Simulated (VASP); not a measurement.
# Ir (Im-3m) in VASP: relaxation of cell and atoms with LDA

Aim: the relaxation of cell and atoms of Ir with LDA.

Everything below comes from runs of VASP 6.6.1. Logs are shortened: lines on timing, memory, paths and dates and some standing lists are left out, and cuts for length are marked.

### Step 1. The cell of the first run

Symmetry: Im-3m, No. 229, cubic system. The conventional cell has a = 3.060 Å, b = 3.060 Å, c = 3.060 Å, α = 90.00°, β = 90.00°, γ = 90.00°. Within 3.5 Å of Ir (site symmetry m-3m) lie 14 Ir at 2.65 to 3.06 Å.

### Step 2. Relaxation of cell and atoms, LDA

Contents of INCAR:

```
SYSTEM = Ir
ALGO = Normal
EDIFF = 1E-7
EDIFFG = -0.001
ENCUT = 500
GGA = CA
GGA_COMPAT = .False.
IBRION = 2
ISIF = 3
ISMEAR = -1
LASPH = .True.
LCHARG = .False.
LREAL = .False.
LWAVE = .False.
NELM = 120
NELMIN = 4
NSW = 80
PREC = Accurate
SIGMA = 0.15
```

Contents of KPOINTS:

```
k-points
0
Gamma
  16 16 16
  0 0 0
```

Contents of POSCAR:

```
Ir
1.0
   -1.5297808836      1.5297808836      1.5297808836
    1.5297808836     -1.5297808836      1.5297808836
    1.5297808836      1.5297808836     -1.5297808836
Ir
1
Direct
    0.0000000000      0.0000000000      0.0000000000
```

Potentials or basis: VASP PAW LDA potentials, release 64 (Ir).

Run with:

```
> cat potpaw_LDA.64/Ir/POTCAR > POTCAR
> mpirun -np 1 vasp_std > vasp.out
```

OUTCAR:

```text
SYSTEM = Ir
   EDIFF = 1E-7
   EDIFFG = -0.001
   ENCUT = 500
   GGA = CA
   IBRION = 2
   ISIF = 3
   ISMEAR = -1
   LASPH = .True.
   LREAL = .False.
   NELM = 120
   NELMIN = 4
   NSW = 80
   PREC = Accurate

 ion  position               nearest neighbor table
   1  0.000  0.000  0.000-

  LATTYP: Found a body centered cubic cell.
 ALAT       =     3.0595617672

  Lattice vectors:

 A1 = (  -1.5297808836,   1.5297808836,   1.5297808836)
 A2 = (   1.5297808836,  -1.5297808836,   1.5297808836)
 A3 = (   1.5297808836,   1.5297808836,  -1.5297808836)

Analysis of symmetry for initial positions (statically):
=====================================================================
 Subroutine PRICEL returns:
 Original cell was already a primitive cell.

 Routine SETGRP: Setting up the symmetry group for a
 body centered cubic supercell.

 Subroutine GETGRP returns: Found 48 space group operations
 (whereof 48 operations were pure point group operations)
 out of a pool of 48 trial point group operations.

The static configuration has the point symmetry O_h .

Analysis of symmetry for dynamics (positions and initial velocities):
=====================================================================
 Subroutine PRICEL returns:
 Original cell was already a primitive cell.

 Routine SETGRP: Setting up the symmetry group for a
 body centered cubic supercell.

 Subroutine GETGRP returns: Found 48 space group operations
 (whereof 48 operations were pure point group operations)
 out of a pool of 48 trial point group operations.

The dynamic configuration has the point symmetry O_h .

 Subroutine INISYM returns: Found 48 space group operations
 (whereof 48 operations are pure point group operations),
 and found     1 'primitive' translations

----------------------------------------------------------------------------------------

                                     Primitive cell

  volume of cell :      14.3202

  direct lattice vectors                    reciprocal lattice vectors
    -1.529780884  1.529780884  1.529780884     0.000000000  0.326844194  0.326844194
     1.529780884 -1.529780884  1.529780884     0.326844194  0.000000000  0.326844194
[... 102 lines left out ...]
     AMIX     =   0.40;   BMIX     =  1.00
     AMIX_MAG =   1.60;   BMIX_MAG =  1.00
  volume/ion in A,a.u.               =      14.32        96.64
  Fermi-wavevector in a.u.,A,eV,Ry     =   1.402296  2.649956 26.754970  1.966435
  Thomas-Fermi vector in A             =   2.525072
   LORBIT       =      0    0 simple, 1 ext, 2 COOP (PROOUT), +10 PAW based schemes
   GGA     = CA    functional components
   LHFCALC =     F    Hartree Fock is set to
   AEXX    =    0.0000 exact exchange contribution
   IVDW    =     0    specifies the selected vdW correction
   LEPSILON=     F    determine dielectric tensor
   LRPA    =     F    only Hartree local field effects (RPA)
 conjugate gradient relaxation of ions
 non-spin polarized calculation
  energy-cutoff  :      500.00
  volume of cell :       14.32
 maximum number of plane-waves:       378
   NGX =  9   NGY =  9   NGZ =  9

--------------------------------------- Ionic step        1  -------------------------------------------

 number of electron       8.9999999 magnetization

 Free energy of the ion-electron system (eV)
  ---------------------------------------------------
  ext. energy  EPLUGINS =         0.00000000
  ---------------------------------------------------
  free energy    TOTEN  =        -9.72324126 eV

  energy without entropy =       -9.58148995  energy(sigma->0) =       -9.65236560

------------------------ aborting loop because EDIFF is reached ----------------------------------------

  FORCE on cell =-STRESS in cart. coord.  units (eV):
  Direction    XX          YY          ZZ          XY          YZ          ZX
  --------------------------------------------------------------------------------------
  -------------------------------------------------------------------------------------
  Total        0.2972803      0.2972803      0.2972803      0.0000000      0.0000000      0.0000000
  in kB       33.2605197     33.2605197     33.2605197      0.0000000      0.0000000      0.0000000
  external PRESSURE =      33.2605197 kB  Pullay stress =       0.0000000 kB
[... 86 lines left out ...]
  FREE ENERGIE OF THE ION-ELECTRON SYSTEM (eV)
  ---------------------------------------------------
  free  energy   TOTEN  =        -9.7245919832 eV

  energy  without entropy=       -9.5813054981  energy(sigma->0) =       -9.65294874

[... ionic steps 4 to 10 ...]

--------------------------------------- Ionic step       11  -------------------------------------------

 number of electron       8.9999999 magnetization

------------------------ aborting loop because EDIFF is reached ----------------------------------------
[... 65 lines left out ...]
--------------------------------------- Ionic step       13  -------------------------------------------

 number of electron       8.9999999 magnetization

 Free energy of the ion-electron system (eV)
  ---------------------------------------------------
  ext. energy  EPLUGINS =         0.00000000
  ---------------------------------------------------
  free energy    TOTEN  =        -9.72459229 eV

  energy without entropy =       -9.58133283  energy(sigma->0) =       -9.65296256

 E-fermi :   9.7044     XC(G=0): -14.0039

 val. band max:        9.6960627544   @ k =  -0.3125   0.3125   0.0625
 cond. band min:       9.7048966764   @ k =   0.2500   0.1875  -0.0000
 fundamental gap:      0.0088339220
 Fermi energy:         9.7043986309

 k-point     1 :       0.0000    0.0000    0.0000
  band No.  band energies     occupation
      1      -0.9365      2.00000
      2       6.0570      2.00000
      3       6.0570      2.00000
      4       6.0570      2.00000
      5       9.1579      1.94901
      6       9.1579      1.94901
      7      26.6471      0.00000
      8      26.6471      0.00000
[... 243 lines left out ...]
 k-point    24 :       0.2500    0.1875   -0.0000
  band No.  band energies     occupation
      1       3.0492      2.00000
      2       4.7708      2.00000
      3       5.6439      2.00000
      4       8.5814      1.99888
      5       9.7049      0.99834
      6      11.9923      0.00000
      7      21.1695      0.00000
      8      24.2709      0.00000

 [... further k-points ...]
[... 5 lines left out ...]
  --------------------------------------------------------------------------------------
  -------------------------------------------------------------------------------------
  Total        0.0007294      0.0007294      0.0007294     -0.0000000      0.0000000     -0.0000000
  in kB        0.0808633      0.0808633      0.0808633     -0.0000000      0.0000000     -0.0000000
  external PRESSURE =       0.0808633 kB  Pullay stress =       0.0000000 kB
[... 16 lines left out ...]
  FREE ENERGIE OF THE ION-ELECTRON SYSTEM (eV)
  ---------------------------------------------------
  free  energy   TOTEN  =        -9.7245922915 eV

  energy  without entropy=       -9.5813328273  energy(sigma->0) =       -9.65296256

 reached required accuracy - stopping structural energy minimisation
```

CONTCAR:

```text
Ir
   1.00000000000000
    -1.5344318105713575    1.5344318105713575    1.5344318105713575
     1.5344318105713575   -1.5344318105713575    1.5344318105713575
     1.5344318105713575    1.5344318105713575   -1.5344318105713575
  Ir
     1
Direct
     1.0000000000000000    0.0000000000000000    1.0000000000000000

  0.00000000E+00  0.00000000E+00  0.00000000E+00
```

Wall time 62 s (1 thread of AMD EPYC 9R45 (Zen 5), shared host); peak memory 0.11 GiB.

What came out:

```yaml
Free_energy: -9.7246 eV
Relaxed_volume: 14.45 Å³/atom
Relaxed_cell: a = 2.658 Å, b = 2.658 Å, c = 2.658 Å, α = 109.47°, β = 109.47°, γ = 109.47°
Space_group_after_relaxing_to_0.05_Å: Im-3m (No. 229)
Energy_gained_by_relaxing: 1.4 meV/atom
Ionic_steps: 13
Pressure_after_relaxing: 0.0 GPa
```

The path:
```csv
step,energy change (eV),largest force (eV/Å),pressure (GPa),volume (Å³)
1,0.0000,0.0000,3.33,14.32
2,0.0161,0.0000,-10.98,14.95
3,-0.0014,0.0000,-0.05,14.45
4,-0.0014,0.0000,0.01,14.45
5,-0.0014,0.0000,0.02,14.45
6,-0.0014,0.0000,0.02,14.45
7,-0.0014,0.0000,0.01,14.45
8,-0.0014,0.0000,0.01,14.45
9,-0.0014,0.0000,0.01,14.45
10,-0.0014,0.0000,0.01,14.45
11,-0.0014,0.0000,0.01,14.45
12,-0.0014,0.0000,0.01,14.45
13,-0.0014,0.0000,0.01,14.45
```

Final structure:
```cif
data_structure
_symmetry_space_group_name_H-M 'P 1'
_symmetry_Int_Tables_number 1
_cell_length_a 2.6577
_cell_length_b 2.6577
_cell_length_c 2.6577
_cell_angle_alpha 109.471
_cell_angle_beta 109.471
_cell_angle_gamma 109.471
_cell_volume 14.45
loop_
_atom_site_label
_atom_site_type_symbol
_atom_site_fract_x
_atom_site_fract_y
_atom_site_fract_z
_atom_site_occupancy
Ir1 Ir 0.00000 0.00000 0.00000 1
```

Levels at points of the mesh, in eV from the Fermi level:
| k point | band 2 | band 3 | band 4 | band 5 | band 6 | band 7 |
| --- | --- | --- | --- | --- | --- | --- |
| (0.00, 0.00, 0.00) | -3.65 | -3.65 | -3.65 | -0.55 | -0.55 | 16.94 |
| (0.50, 0.00, 0.00) | -5.49 | -0.73 | -0.04 | -0.04 | 2.28 | 8.06 |
| (0.50, 0.50, 0.50) | -7.10 | 1.56 | 1.56 | 1.56 | 7.96 | 7.96 |

Caveat: spin-orbit coupling is left out, which moves the levels of the heavy elements.
